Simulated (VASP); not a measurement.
# GaP (F-43m) in VASP: single point with HSE06

Aim: the single point of GaP with HSE06.

Program: VASP 6.6.1. These are calculated values, not measurements. Logs are shortened: lines on timing, memory, paths and dates and some standing lists are left out, and cuts for length are marked.

## (1) The cell of the first run

Symmetry: F-43m, No. 216, cubic system. The conventional cell has a = 5.451 Å, b = 5.451 Å, c = 5.451 Å, α = 90.00°, β = 90.00°, γ = 90.00°. Ga (site symmetry -43m) has 4 P at 2.36 Å within 3.1 Å. Within 3.1 Å of P (site symmetry -43m) lie 4 Ga at 2.36 Å.

## (2) Single point, HSE06

POSCAR reads:

```
GaP
1.0
    0.0000000000      2.7253992947      2.7253992947
    2.7253992947      0.0000000000      2.7253992947
    2.7253992947      2.7253992947      0.0000000000
Ga P
1 1
Direct
    0.0000000000      0.0000000000      0.0000000000
    0.2500000000      0.2500000000      0.2500000000
```

INCAR.step1 reads:

```
SYSTEM = GaP
PREC = Accurate
ENCUT = 520
EDIFF = 1E-5
ISMEAR = 0
SIGMA = 0.01
LREAL = .FALSE.
LASPH = .TRUE.
NELM = 100
ALGO = Normal
ISIF = 2
LWAVE = .TRUE.
LCHARG = .FALSE.
GGA = PE
NBANDS = 16
```

INCAR.step2 reads:

```
SYSTEM = GaP
PREC = Accurate
ENCUT = 520
EDIFF = 1E-7
ISMEAR = 0
SIGMA = 0.01
LREAL = .FALSE.
LASPH = .TRUE.
NELM = 100
ALGO = Normal
ISIF = 2
LWAVE = .FALSE.
LCHARG = .FALSE.
GGA = PE
LHFCALC = .TRUE.
HFSCREEN = 0.2079
PRECFOCK = Normal
ISTART = 1
NBANDS = 16
```

KPOINTS reads:

```
Automatic mesh
0
G
  6 6 6
  0 0 0
```

Potentials or basis: VASP PAW PBE potentials, release 64 (Ga_d, P).

Command:

```sh
$ cat potpaw_PBE.64/Ga_d/POTCAR potpaw_PBE.64/P/POTCAR > POTCAR
$ cp INCAR.step1 INCAR
$ mpirun -np 1 vasp_std > vasp.out
$ cp INCAR.step2 INCAR
$ mpirun -np 1 vasp_std > vasp.out
```

OUTCAR:

```text
SYSTEM = GaP
   PREC = Accurate
   ENCUT = 520
   EDIFF = 1E-7
   ISMEAR = 0
   LREAL = .FALSE.
   LASPH = .TRUE.
   NELM = 100
   ISIF = 2
   GGA = PE
   LHFCALC = .TRUE.
   HFSCREEN = 0.2079
   PRECFOCK = Normal
   ISTART = 1

 ion  position               nearest neighbor table
   1  0.000  0.000  0.000-   2 2.36   2 2.36   2 2.36   2 2.36
   2  0.250  0.250  0.250-   1 2.36   1 2.36   1 2.36   1 2.36

  LATTYP: Found a face centered cubic cell.
 ALAT       =     5.4507985894

  Lattice vectors:

 A1 = (   0.0000000000,   2.7253992947,   2.7253992947)
 A2 = (   2.7253992947,   0.0000000000,   2.7253992947)
 A3 = (   2.7253992947,   2.7253992947,   0.0000000000)

Analysis of symmetry for initial positions (statically):
=====================================================================
 Subroutine PRICEL returns:
 Original cell was already a primitive cell.

 Routine SETGRP: Setting up the symmetry group for a
 face centered cubic supercell.

 Subroutine GETGRP returns: Found 24 space group operations
 (whereof 24 operations were pure point group operations)
 out of a pool of 48 trial point group operations.

The static configuration has the point symmetry T_d .

Analysis of symmetry for dynamics (positions and initial velocities):
=====================================================================
 Subroutine PRICEL returns:
 Original cell was already a primitive cell.

 Routine SETGRP: Setting up the symmetry group for a
 face centered cubic supercell.

 Subroutine GETGRP returns: Found 24 space group operations
 (whereof 24 operations were pure point group operations)
 out of a pool of 48 trial point group operations.

The dynamic configuration has the point symmetry T_d .

 Subroutine INISYM returns: Found 24 space group operations
 (whereof 24 operations are pure point group operations),
 and found     1 'primitive' translations

----------------------------------------------------------------------------------------

                                     Primitive cell

  volume of cell :      40.4874

  direct lattice vectors                    reciprocal lattice vectors
     0.000000000  2.725399295  2.725399295    -0.183459356  0.183459356  0.183459356
     2.725399295  0.000000000  2.725399295     0.183459356 -0.183459356  0.183459356
     2.725399295  2.725399295  0.000000000     0.183459356  0.183459356 -0.183459356

  length of vectors
     3.854296645  3.854296645  3.854296645     0.317760926  0.317760926  0.317760926

  position of ions in fractional coordinates (direct lattice)
     0.000000000  0.000000000  0.000000000
     0.250000000  0.250000000  0.250000000

  ion indices of the primitive-cell ions
   primitive index   ion index
                 1           1
                 2           2

----------------------------------------------------------------------------------------

 KPOINTS: Automatic mesh

Automatic generation of k-mesh.
 Grid dimensions read from file:
 generate k-points for:    6    6    6

 Generating k-lattice:

  Cartesian coordinates                     Fractional coordinates (reciprocal lattice)
    -0.030576559  0.030576559  0.030576559     0.166666667  0.000000000  0.000000000
     0.030576559 -0.030576559  0.030576559     0.000000000  0.166666667  0.000000000
     0.030576559  0.030576559 -0.030576559     0.000000000  0.000000000  0.166666667

  Length of vectors
     0.052960154  0.052960154  0.052960154

  Shift w.r.t. Gamma in fractional coordinates (k-lattice)
     0.000000000  0.000000000  0.000000000

 Subroutine IBZKPT returns following result:
 ===========================================

 Found     16 irreducible k-points:

 Following reciprocal coordinates:
            Coordinates               Weight
  0.000000  0.000000  0.000000      1.000000
  0.166667  0.000000  0.000000      8.000000
  0.333333  0.000000  0.000000      8.000000
  0.500000  0.000000  0.000000      4.000000
  0.166667  0.166667  0.000000      6.000000
  0.333333  0.166667  0.000000     24.000000
[... 8 lines left out ...]
 -0.333333  0.333333  0.166667     24.000000
 -0.333333  0.500000  0.166667     12.000000
   k-points           NKPTS =     16   k-points in BZ     NKDIM =    216   number of bands    NBANDS=     16
   number of dos      NEDOS =    301   number of ions     NIONS =      2
   total plane-waves  NPLWV =  27000
   dimension x,y,z NGX =    30 NGY =   30 NGZ =   30
   dimension x,y,z NGXF=    60 NGYF=   60 NGZF=   60
   ions per type =               1   1
   NGX,Y,Z   is equivalent  to a cutoff of  12.94, 12.94, 12.94 a.u.
   NGXF,Y,Z  is equivalent  to a cutoff of  25.88, 25.88, 25.88 a.u.
 SYSTEM =  GaP
   PREC   = accura    normal or accurate (medium, high low for compatibility)
   ISTART =      1    job   : 0-new  1-cont  2-samecut
   ICHARG =      0    charge: 1-file 2-atom 10-const
   ISPIN  =      1    spin polarized calculation?
   LNONCOLLINEAR =      F non collinear calculations
   LSORBIT =      F    spin-orbit coupling
   LASPH  =      T    aspherical Exc in radial PAW
   ENCUT  =  520.0 eV  38.22 Ry    6.18 a.u.   7.17  7.17  7.17*2*pi/ulx,y,z
   NELM   =    100;   NELMIN=  2; NELMDL=  0     # of ELM steps
   EDIFF  = 0.1E-06   stopping-criterion for ELM
   LREAL  =      F    real-space projection
   EDIFFG = 0.1E-05   stopping-criterion for IOM
   NSW    =      0    number of steps for IOM
   IBRION =     -1    ionic relax: 0-MD 1-quasi-New 2-CG
   NFREE  =      0    steps in history (QN), initial steepest desc. (CG)
   ISIF   =      2    stress and relaxation
   ISYM   =      3    0-nonsym 1-usesym 2-fastsym
   POTIM  = 0.5000    time-step for ionic-motion
   TEBEG  =    0.0;   TEEND  =   0.0 temperature during run
   PSTRESS=    0.0 pullay stress
   NELECT =      18.0000    total number of electrons
   NUPDOWN=      -1.0000    fix difference up-down
   EMIN   =  10.00;   EMAX   =-10.00  energy-range for DOS
   EFERMI =   0.00;   METHOD = LEGACY
   ISMEAR =     0;   SIGMA  =   0.01  broadening in eV -4-tet -1-fermi 0-gaus
   EFERMI_NEDOS =   21; number of points for ismear=-14 and -15
   IALGO  =     38    algorithm
   IMIX   =      1    mixing-type and parameters
     AMIX     =   0.40;   BMIX     =  1.00
     AMIX_MAG =   1.60;   BMIX_MAG =  1.00
  volume/ion in A,a.u.               =      20.24       136.61
  Fermi-wavevector in a.u.,A,eV,Ry     =   1.249469  2.361154 21.241049  1.561173
  Thomas-Fermi vector in A             =   2.383508
   LORBIT       =      0    0 simple, 1 ext, 2 COOP (PROOUT), +10 PAW based schemes
   GGA     = PE    functional components
   LHFCALC =     T    Hartree Fock is set to
   PRECFOCK=normal    Normal, Fast or Accurate (Low or Medium for compatibility)
   ENCUT4O =  -1.0   cutoff for four orbital integrals eV
   NKREDX  =     1    reduce k-point grid by
   NKREDY  =     1    reduce k-point grid by
   NKREDZ  =     1    reduce k-point grid by
   AEXX    =    0.2500 exact exchange contribution
   HFSCREEN=    0.2079 screening length (either q_TF or 0.3 A-1)
   HFSCREENC=   0.2079 screening length for correlation (either q_TF or 0.3 A-1)
   ENCUTFOCK=  -1.0 apply spherical cutoff to Coloumb kernel
   IVDW    =     0    specifies the selected vdW correction
   LEPSILON=     F    determine dielectric tensor
   LRPA    =     F    only Hartree local field effects (RPA)
 non-spin polarized calculation
 Gauss-broadening in eV      SIGMA  =   0.01
  energy-cutoff  :      520.00
  volume of cell :       40.49
 maximum number of plane-waves:      1113
 NGX is ok and might be reduce to    30
  NGX = 24; NGY = 24; NGZ = 24

 number of electron      17.9999989 magnetization

 Free energy of the ion-electron system (eV)
  ---------------------------------------------------
  ext. energy  EPLUGINS =         0.00000000
  ---------------------------------------------------
  free energy    TOTEN  =       -10.78003016 eV

  energy without entropy =      -10.78003016  energy(sigma->0) =      -10.78003016

 E-fermi :   4.3280     XC(G=0):  -8.1557

 val. band max:        4.2138801442   @ k =   0.0000   0.0000   0.0000
 cond. band min:       6.5067485453   @ k =   0.5000   0.5000   0.0000
 fundamental gap:      2.2928684011
 Fermi energy:         4.3280216462

 k-point     1 :       0.0000    0.0000    0.0000
  band No.  band energies     occupation
      1     -12.8403      2.00000
      2     -12.8403      2.00000
      3     -12.8403      2.00000
      4     -12.7393      2.00000
      5     -12.7393      2.00000
      6      -9.5650      2.00000
[... 8 lines left out ...]
     15      15.1161      0.00000
     16      15.1161      0.00000

 k-point     2 :       0.1667    0.0000    0.0000
  band No.  band energies     occupation
      1     -12.8552      2.00000
      2     -12.8331      2.00000
      3     -12.8331      2.00000
      4     -12.7393      2.00000
      5     -12.7393      2.00000
      6      -9.1835      2.00000
[... 8 lines left out ...]
     15      14.2143      0.00000
     16      15.3619      0.00000

 k-point     3 :       0.3333    0.0000    0.0000
  band No.  band energies     occupation
      1     -12.8837      2.00000
      2     -12.8211      2.00000
      3     -12.8211      2.00000
      4     -12.7367      2.00000
      5     -12.7367      2.00000
      6      -8.1607      2.00000
[... 8 lines left out ...]
     15      14.9743      0.00000
     16      14.9743      0.00000

 k-point     4 :       0.5000    0.0000    0.0000
  band No.  band energies     occupation
      1     -12.8975      2.00000
      2     -12.8167      2.00000
      3     -12.8167      2.00000
      4     -12.7338      2.00000
      5     -12.7338      2.00000
      6      -7.3384      2.00000
[... 8 lines left out ...]
     15      17.2104      0.00000
     16      17.2104      0.00000
[... 172 lines left out ...]
 k-point    14 :       0.5000    0.3333    0.1667
  band No.  band energies     occupation
      1     -12.9045      2.00000
      2     -12.8083      2.00000
      3     -12.7983      2.00000
      4     -12.7519      2.00000
      5     -12.7300      2.00000
      6      -7.3166      2.00000
[... 8 lines left out ...]
     15      17.3444      0.00000
     16      18.9125      0.00000

 k-point    15 :      -0.3333    0.3333    0.1667
  band No.  band energies     occupation
      1     -12.9088      2.00000
      2     -12.8083      2.00000
      3     -12.7919      2.00000
      4     -12.7494      2.00000
      5     -12.7328      2.00000
      6      -6.6172      2.00000
[... 8 lines left out ...]
     15      18.0281      0.00000
     16      18.3444      0.00000

 k-point    16 :      -0.3333    0.5000    0.1667
  band No.  band energies     occupation
      1     -12.9194      2.00000
      2     -12.7984      2.00000
      3     -12.7836      2.00000
      4     -12.7587      2.00000
      5     -12.7278      2.00000
      6      -6.2923      2.00000
[... 8 lines left out ...]
     15      17.5064      0.00000
     16      19.2681      0.00000

------------------------ aborting loop because EDIFF is reached ----------------------------------------

  FORCE on cell =-STRESS in cart. coord.  units (eV):
  Direction    XX          YY          ZZ          XY          YZ          ZX
  --------------------------------------------------------------------------------------
  -------------------------------------------------------------------------------------
  Total        0.1334368      0.1334368      0.1334368     -0.0000000     -0.0000000      0.0000000
  in kB        5.2803870      5.2803870      5.2803870     -0.0000000     -0.0000000      0.0000000
  external PRESSURE =       5.2803870 kB  Pullay stress =       0.0000000 kB

 VOLUME and BASIS-vectors are now :
 -----------------------------------------------------------------------------
  energy-cutoff  :      520.00
  volume of cell :       40.49
      direct lattice vectors                 reciprocal lattice vectors
     0.000000000  2.725399295  2.725399295    -0.183459356  0.183459356  0.183459356
     2.725399295  0.000000000  2.725399295     0.183459356 -0.183459356  0.183459356
     2.725399295  2.725399295  0.000000000     0.183459356  0.183459356 -0.183459356

 POSITION                                       TOTAL-FORCE (eV/Angst)
 -----------------------------------------------------------------------------------
      0.00000      0.00000      0.00000        -0.000000     -0.000000     -0.000000
      1.36270      1.36270      1.36270         0.000000      0.000000      0.000000
 -----------------------------------------------------------------------------------
    total drift:                               -0.000004     -0.000010     -0.000005

  FREE ENERGIE OF THE ION-ELECTRON SYSTEM (eV)
  ---------------------------------------------------
  free  energy   TOTEN  =       -10.7800301550 eV

  energy  without entropy=      -10.7800301550  energy(sigma->0) =      -10.78003016
```

Run time: 78 min. Hardware: 1 thread of Intel Xeon Platinum 8375C at 2.90GHz (Ice Lake), shared host; peak memory 0.29 GiB.

What came out:

```
Free energy            : -10.7800 eV
Pressure               : 0.5 GPa
Band gap on the k mesh : 2.29 eV (least direct gap 2.79 eV)
```

Levels at points of the mesh, in eV from the valence-band top:
| k point | band 7 | band 8 | band 9 | band 10 | band 11 | band 12 |
| --- | --- | --- | --- | --- | --- | --- |
| (0.00, 0.00, 0.00) | 0.00 | 0.00 | 0.00 | 2.79 | 4.77 | 4.77 |
| (0.50, 0.00, 0.00) | -7.23 | -1.21 | -1.21 | 2.51 | 5.62 | 5.62 |
| (0.50, 0.50, 0.00) | -7.33 | -2.92 | -2.92 | 2.29 | 2.56 | 12.06 |

Caveat: the PAW data sets were made with another functional, which shifts forces and pressure a little. A k mesh can miss the band edges.
